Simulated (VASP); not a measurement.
A run of VASP 6.6.1:

Contents of INCAR:

```
  PREC = Accurate
  ENCUT = 520
  EDIFF = 1E-6
  ISMEAR = 0
  SIGMA = 0.1
  LREAL = False
  LASPH = True
  NELM = 80
  ALGO = Normal
  ISIF = 2
  LWAVE = False
  LCHARG = False
  GGA = PE
  NBANDS = 22
```

Contents of KPOINTS:

```
Automatic mesh
0
Gamma
  6 6 4
```

The input POSCAR:

```
HfC
1.0
    3.7435624979      0.0000000000      0.0000000000
   -1.8717812490      3.2420202239      0.0000000000
    0.0000000000      0.0000000000      6.1436999882
Hf C
2 2
Direct
    0.3333333333      0.6666666667      0.4995817072
    0.6666666667      0.3333333333      0.9995817072
    0.3333333333      0.6666666667      0.8754182928
    0.6666666667      0.3333333333      0.3754182928
```

Potentials or basis: VASP PAW PBE potentials, release 64 (Hf_pv, C).

Launch:

```sh
$ cat potpaw_PBE.64/Hf_pv/POTCAR potpaw_PBE.64/C/POTCAR > POTCAR
$ mpirun -np 1 vasp_std > vasp.out
```

Hardware: 1 thread of Intel Xeon 8259CL, with other jobs on the host.

Q: How long does it take, and how much memory?

A: Run time: 46 s on 1 thread of Intel Xeon 8259CL, with other jobs on the host, peak memory 0.19 GiB. Counts: scf iterations 14, k points 21.
